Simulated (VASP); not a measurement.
# Ti (Im-3m) in VASP: a series of runs, part 2 of 2

VASP 6.6.1. The steps go on from the part before.

### 3 Relaxation of cell and atoms, LDA, target pressure 75 GPa, at which the enthalpy is minimised

This run uses another cell than the first one, of 11.28 Å³/atom, 1.025 times its volume.

INCAR

```
SYSTEM = Ti
  PREC = Accurate
  ENCUT = 600
  EDIFF = 1E-6
  ISMEAR = -1
  SIGMA = 0.05
  LREAL = .False.
  LASPH = .True.
  NELM = 60
  ALGO = Normal
  ISIF = 3
  LWAVE = .False.
  LCHARG = .False.
  IBRION = 2
  NSW = 60
  EDIFFG = -0.005
  PSTRESS = 750.0
```

KPOINTS

```
Automatic mesh
0
Gamma
  19 19 19
  0 0 0
```

POSCAR

```
Ti
1.0
   -1.4127912091      1.4127912091      1.4127912091
    1.4127912091     -1.4127912091      1.4127912091
    1.4127912091      1.4127912091     -1.4127912091
Ti
1
Direct
    0.0000000000      0.0000000000      0.0000000000
```

Potentials or basis: VASP PAW LDA potentials, release 64 (Ti_sv).

Launch:

```sh
cat potpaw_LDA.64/Ti_sv/POTCAR > POTCAR
mpirun -np 1 vasp_std > vasp.out
```

OUTCAR:

```text
SYSTEM = Ti
   PREC = Accurate
   ENCUT = 600
   EDIFF = 1E-6
   ISMEAR = -1
   LREAL = .False.
   LASPH = .True.
   NELM = 60
   ISIF = 3
   IBRION = 2
   NSW = 60
   EDIFFG = -0.005
   PSTRESS = 750.0

 ion  position               nearest neighbor table
   1  0.000  0.000  0.000-

  LATTYP: Found a body centered cubic cell.
 ALAT       =     2.8255824182

  Lattice vectors:

 A1 = (  -1.4127912091,   1.4127912091,   1.4127912091)
 A2 = (   1.4127912091,  -1.4127912091,   1.4127912091)
 A3 = (   1.4127912091,   1.4127912091,  -1.4127912091)

Analysis of symmetry for initial positions (statically):
=====================================================================
 Subroutine PRICEL returns:
 Original cell was already a primitive cell.

 Routine SETGRP: Setting up the symmetry group for a
 body centered cubic supercell.

 Subroutine GETGRP returns: Found 48 space group operations
 (whereof 48 operations were pure point group operations)
 out of a pool of 48 trial point group operations.

The static configuration has the point symmetry O_h .

Analysis of symmetry for dynamics (positions and initial velocities):
=====================================================================
 Subroutine PRICEL returns:
 Original cell was already a primitive cell.

 Routine SETGRP: Setting up the symmetry group for a
 body centered cubic supercell.

 Subroutine GETGRP returns: Found 48 space group operations
 (whereof 48 operations were pure point group operations)
 out of a pool of 48 trial point group operations.

The dynamic configuration has the point symmetry O_h .

 Subroutine INISYM returns: Found 48 space group operations
 (whereof 48 operations are pure point group operations),
 and found     1 'primitive' translations

----------------------------------------------------------------------------------------

                                     Primitive cell

  volume of cell :      11.2796

  direct lattice vectors                    reciprocal lattice vectors
    -1.412791209  1.412791209  1.412791209     0.000000000  0.353909337  0.353909337
     1.412791209 -1.412791209  1.412791209     0.353909337  0.000000000  0.353909337
     1.412791209  1.412791209 -1.412791209     0.353909337  0.353909337  0.000000000

  length of vectors
     2.447026155  2.447026155  2.447026155     0.500503384  0.500503384  0.500503384

  position of ions in fractional coordinates (direct lattice)
     0.000000000  0.000000000  0.000000000

  ion indices of the primitive-cell ions
   primitive index   ion index
                 1           1

----------------------------------------------------------------------------------------

 KPOINTS: Automatic mesh

Automatic generation of k-mesh.
 Grid dimensions read from file:
 generate k-points for:   19   19   19

 Generating k-lattice:

  Cartesian coordinates                     Fractional coordinates (reciprocal lattice)
     0.000000000  0.018626807  0.018626807     0.052631579  0.000000000  0.000000000
[... 43 lines left out ...]
   total plane-waves  NPLWV =   8000
   dimension x,y,z NGX =    20 NGY =   20 NGZ =   20
   dimension x,y,z NGXF=    40 NGYF=   40 NGZF=   40
   ions per type =               1
   NGX,Y,Z   is equivalent  to a cutoff of  13.59, 13.59, 13.59 a.u.
   NGXF,Y,Z  is equivalent  to a cutoff of  27.18, 27.18, 27.18 a.u.
 SYSTEM =  Ti
   PREC   = accura    normal or accurate (medium, high low for compatibility)
   ISTART =      0    job   : 0-new  1-cont  2-samecut
   ICHARG =      2    charge: 1-file 2-atom 10-const
   ISPIN  =      1    spin polarized calculation?
   LNONCOLLINEAR =      F non collinear calculations
   LSORBIT =      F    spin-orbit coupling
   LASPH  =      T    aspherical Exc in radial PAW
   ENCUT  =  600.0 eV  44.10 Ry    6.64 a.u.   4.89  4.89  4.89*2*pi/ulx,y,z
   NELM   =     60;   NELMIN=  2; NELMDL= -5     # of ELM steps
   EDIFF  = 0.1E-05   stopping-criterion for ELM
   LREAL  =      F    real-space projection
   EDIFFG = -.5E-02   stopping-criterion for IOM
   NSW    =     60    number of steps for IOM
   IBRION =      2    ionic relax: 0-MD 1-quasi-New 2-CG
   NFREE  =      1    steps in history (QN), initial steepest desc. (CG)
   ISIF   =      3    stress and relaxation
   ISYM   =      2    0-nonsym 1-usesym 2-fastsym
   POTIM  = 0.5000    time-step for ionic-motion
   TEBEG  =    0.0;   TEEND  =   0.0 temperature during run
   PSTRESS=  750.0 pullay stress
   NELECT =      12.0000    total number of electrons
   NUPDOWN=      -1.0000    fix difference up-down
   EMIN   =  10.00;   EMAX   =-10.00  energy-range for DOS
   EFERMI =   0.00;   METHOD = LEGACY
   ISMEAR =    -1;   SIGMA  =   0.05  broadening in eV -4-tet -1-fermi 0-gaus
   EFERMI_NEDOS =   21; number of points for ismear=-14 and -15
   IALGO  =     38    algorithm
   IMIX   =      4    mixing-type and parameters
     AMIX     =   0.40;   BMIX     =  1.00
     AMIX_MAG =   1.60;   BMIX_MAG =  1.00
  volume/ion in A,a.u.               =      11.28        76.12
  Fermi-wavevector in a.u.,A,eV,Ry     =   1.671234  3.158174 38.001387  2.793023
  Thomas-Fermi vector in A             =   2.756592
   LORBIT       =      0    0 simple, 1 ext, 2 COOP (PROOUT), +10 PAW based schemes
   GGA     = CA    functional components
   LHFCALC =     F    Hartree Fock is set to
   AEXX    =    0.0000 exact exchange contribution
   IVDW    =     0    specifies the selected vdW correction
   LEPSILON=     F    determine dielectric tensor
   LRPA    =     F    only Hartree local field effects (RPA)
 conjugate gradient relaxation of ions
 non-spin polarized calculation
  energy-cutoff  :      600.00
  volume of cell :       11.28
 maximum number of plane-waves:       389
   NGX =  9   NGY =  9   NGZ =  9

--------------------------------------- Ionic step        1  -------------------------------------------

 number of electron      11.9999997 magnetization

 Free energy of the ion-electron system (eV)
  ---------------------------------------------------
  ext. energy  EPLUGINS =         0.00000000
  ---------------------------------------------------
  free energy    TOTEN  =        -7.70861568 eV

  energy without entropy =       -7.70082970  energy(sigma->0) =       -7.70472269

------------------------ aborting loop because EDIFF is reached ----------------------------------------

  FORCE on cell =-STRESS in cart. coord.  units (eV):
  Direction    XX          YY          ZZ          XY          YZ          ZX
  --------------------------------------------------------------------------------------
  -------------------------------------------------------------------------------------
  Total        4.7127701      4.7127701      4.7127701     -0.0000000      0.0000000     -0.0000000
  in kB      669.4110818    669.4110818    669.4110818     -0.0000000      0.0000000     -0.0000000
  external PRESSURE =     -80.5889182 kB  Pullay stress =     750.0000000 kB
[... 98 lines left out ...]
--------------------------------------- Ionic step        4  -------------------------------------------

 number of electron      12.0000000 magnetization

 Free energy of the ion-electron system (eV)
  ---------------------------------------------------
  ext. energy  EPLUGINS =         0.00000000
  ---------------------------------------------------
  free energy    TOTEN  =        -7.58020428 eV

  energy without entropy =       -7.57266173  energy(sigma->0) =       -7.57643301

 E-fermi :  13.5989     XC(G=0): -14.1469

 val. band max:       13.5956972309   @ k =  -0.4211  -0.4211   0.1579
 cond. band min:      13.6236355359   @ k =  -0.4211   0.4211   0.1579
 fundamental gap:      0.0279383049
 Fermi energy:        13.5989378252

 k-point     1 :       0.0000    0.0000    0.0000
  band No.  band energies     occupation
      1     -41.9064      2.00000
      2     -16.8920      2.00000
      3     -16.8920      2.00000
      4     -16.8920      2.00000
      5       7.3423      2.00000
      6      14.7439      0.00000
      7      14.7439      0.00000
      8      14.7439      0.00000
      9      17.7641      0.00000
     10      17.7641      0.00000
[... 287 lines left out ...]
 k-point    24 :       0.3158    0.1053    0.0000
  band No.  band energies     occupation
      1     -41.2462      2.00000
      2     -19.1279      2.00000
      3     -17.6247      2.00000
      4     -17.0329      2.00000
      5      10.4024      2.00000
      6      12.6538      2.00000
      7      14.8739      0.00000
      8      17.5613      0.00000
      9      18.5920      0.00000
     10      20.2645      0.00000

 [... further k-points ...]

------------------------ aborting loop because EDIFF is reached ----------------------------------------

  FORCE on cell =-STRESS in cart. coord.  units (eV):
  Direction    XX          YY          ZZ          XY          YZ          ZX
  --------------------------------------------------------------------------------------
  -------------------------------------------------------------------------------------
  Total        5.1398904      5.1398904      5.1398904     -0.0000000      0.0000000      0.0000000
  in kB      749.3759782    749.3759782    749.3759782     -0.0000000      0.0000000      0.0000000
  external PRESSURE =      -0.6240218 kB  Pullay stress =     750.0000000 kB
[... 20 lines left out ...]
  energy  without entropy=       -7.5726617318  energy(sigma->0) =       -7.57643301

  enthalpy is  TOTEN    =        -2.4360337970 eV   P V=        5.1441704875

 reached required accuracy - stopping structural energy minimisation
```

OSZICAR:

```text
N       E                     dE             d eps       ncg     rms          rms(c)
DAV:   1     0.805974709623E+02    0.80597E+02   -0.75196E+03  4426   0.174E+03
DAV:   2    -0.413676558919E+01   -0.84734E+02   -0.82920E+02  4512   0.338E+02
[... 35 lines left out ...]
       N       E                     dE             d eps       ncg     rms          rms(c)
DAV:   1    -0.758024711955E+01    0.25963E-02   -0.11121E-03  4738   0.533E-01    0.698E-02
DAV:   2    -0.758020374385E+01    0.43376E-04   -0.12398E-04  4858   0.169E-01    0.145E-02
DAV:   3    -0.758020156274E+01    0.21811E-05   -0.23064E-05  5198   0.490E-02    0.630E-03
DAV:   4    -0.758020287739E+01   -0.13146E-05   -0.30408E-06  4656   0.141E-02    0.343E-03
DAV:   5    -0.758020402566E+01   -0.11483E-05   -0.22393E-06  4806   0.917E-03    0.266E-03
DAV:   6    -0.758020428453E+01   -0.25887E-06   -0.34437E-07  2214   0.599E-03
   4 F= -.24360338E+01 E0= -.24322625E+01  d E =-.754823E-02
```

CONTCAR:

```text
Ti
   1.00000000000000
    -1.4005594893482716    1.4005594893482716    1.4005594893482716
     1.4005594893482716   -1.4005594893482716    1.4005594893482716
     1.4005594893482716    1.4005594893482716   -1.4005594893482716
  Ti
     1
Direct
     0.0000000000000000    0.0000000000000000    0.0000000000000000

  0.00000000E+00  0.00000000E+00  0.00000000E+00
```

Wall time 34 s (1 thread of Intel Xeon 6975P-C (Granite Rapids), shared host); peak memory 0.15 GiB.

What came out:

```yaml
Free_energy: -7.5802 eV
Relaxed_volume: 10.99 Å³/atom
Relaxed_cell: a = 2.426 Å, b = 2.426 Å, c = 2.426 Å, α = 109.47°, β = 109.47°, γ = 109.47°
Space_group_after_relaxing_to_0.05_Å: Im-3m (No. 229)
Energy_change_on_relaxing_the_enthalpy_is_what_falls: +128.4 meV/atom
Ionic_steps: 4
Pressure_after_relaxing: 74.9 GPa
Band_gap_on_the_k_mesh: zero (band 6 reaches 14.75 eV, above the bottom of band 7 at 12.51 eV)
```

The path:
| step | energy change (eV) | largest force (eV/Å) | pressure (GPa) | volume (Å³) |
| --- | --- | --- | --- | --- |
| 1 | 0.0000 | 0.0000 | 66.94 | 11.28 |
| 2 | 0.4499 | 0.0000 | 94.16 | 10.38 |
| 3 | 0.1258 | 0.0000 | 74.87 | 10.99 |
| 4 | 0.1284 | 0.0000 | 74.94 | 10.99 |

Final structure:
```yaml
crystal:
  lattice:
    - [-1.40056, 1.40056, 1.40056]
    - [1.40056, -1.40056, 1.40056]
    - [1.40056, 1.40056, -1.40056]
  atoms:
    - { symbol: Ti, position: [0.00000, 0.00000, 0.00000] }
```

Caveat: the cell is relaxed towards a set pressure, so the enthalpy falls and the energy may rise.
